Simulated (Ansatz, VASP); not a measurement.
**One calculation of PtS2, two programs**

```
Pt S
1.0
     3.54320    0.00000    0.00000
    -1.77160    3.06850    0.00000
     0.00000    0.00000    5.03880
Pt S
1 2
Direct
  0.00000 0.00000 0.00000
  0.33333 0.66667 0.25000
  0.66667 0.33333 0.75000
```

Alike in both runs: task electric field gradients; functional PBE; k mesh 12 × 12 × 7; occupations fermi-dirac, width 0.08 eV; no spin polarisation.

|  | VASP | Ansatz |
| --- | --- | --- |
| version | VASP 6.6.1 | Ansatz 0.2.0 |
| potentials or method | VASP PAW PBE potentials, release 64 (Pt, S) | PAW with Ansatz's default frozen-core files, scalar-relativistic |
| plane-wave cutoff (eV) | 520 | 420 |
| valence electrons in the cell | 22 | 30 |

|  | VASP | Ansatz | Ansatz less VASP |
| --- | --- | --- | --- |
| pressure (GPa) | 1.9 | 2.4 | +0.44 |
| traceless stress, the component that is largest in VASP (GPa) | -1.76 | -1.89 | -0.130 |
| rms of the force components (eV/Å) | 0.172 | 0.154 | -0.0187 |
| size of Vzz on the site where it differs most (V/Å²) | 130.9 | 89.9 | -41.00 |

Atom by atom the forces differ by 0.019 eV/Å (rms over components). VASP's potentials hold 22 valence electrons a cell and Ansatz's 30, so a difference there can come from the potentials and not from the codes.

Neither program's run includes spin-orbit coupling.
